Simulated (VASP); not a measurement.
Wanted: the native input for a VASP 6.6.1 run.

* Task: single point
* Functional: PBE
* Potentials or basis: VASP PAW PBE potentials, release 64 (Nb_sv, Sn_d, Te)
* Cutoff: 520 eV
* k mesh: 6 × 6 × 2
* Occupations: gaussian, width 0.1 eV
* Spin: no spin polarisation
* Dipole correction: no
* Further INCAR settings: ALGO = Normal; EDIFF = 1e-06; NBANDS = 34

The structure of NbSnTe4 lies in POSCAR:

```
NbSnTe4
1.0
    3.7101969200      0.0000000000      0.0000000000
    0.0000000000      3.7101969200      0.0000000000
    0.0000000000      0.0000000000     14.2329139800
Nb Sn Te
1 1 4
Direct
    0.5000000000      0.5000000000      0.5000000000
    0.0000000000      0.0000000000      0.0000000000
    0.5000000000      0.5000000000      0.1809719800
    0.0000000000      0.0000000000      0.6524536600
    0.0000000000      0.0000000000      0.3475463400
    0.5000000000      0.5000000000      0.8190280200
```

The cell was built from a structure type or drawn by symmetry, and may not be a known phase.

The input as run:

INCAR

```
PREC = Accurate
ENCUT = 520
EDIFF = 1E-6
ISMEAR = 0
SIGMA = 0.1
LREAL = F
LASPH = T
NELM = 100
ALGO = Normal
ISIF = 2
LWAVE = F
LCHARG = T
GGA = PE
LELF = T
LVHAR = T
NBANDS = 34
```

KPOINTS

```
Automatic mesh
0
Gamma
  6 6 2
```

Potentials or basis: VASP PAW PBE potentials, release 64 (Nb_sv, Sn_d, Te).

Launch:

```console
$ cat potpaw_PBE.64/Nb_sv/POTCAR potpaw_PBE.64/Sn_d/POTCAR potpaw_PBE.64/Te/POTCAR > POTCAR
$ mpirun -np 1 vasp_std > vasp.out
```

It gave:

```json
{
 "Pressure": "-9.6 GPa",
 "Largest force": "2.290 eV/Å",
 "Band gap on the k mesh": "zero (an odd number of electrons rules out a gap without spin polarisation)"
}
```

Caveat: the cell stands under tension; spin-orbit coupling is left out, which moves the levels of the heavy elements; forces of over 1 eV/Å act on the atoms, so gaps and moduli don't describe the material at rest.

It took 120 s on 1 thread of Intel(R) Xeon(R) 6975P-C (Granite Rapids), with other jobs on the host, peak memory 0.35 GiB.
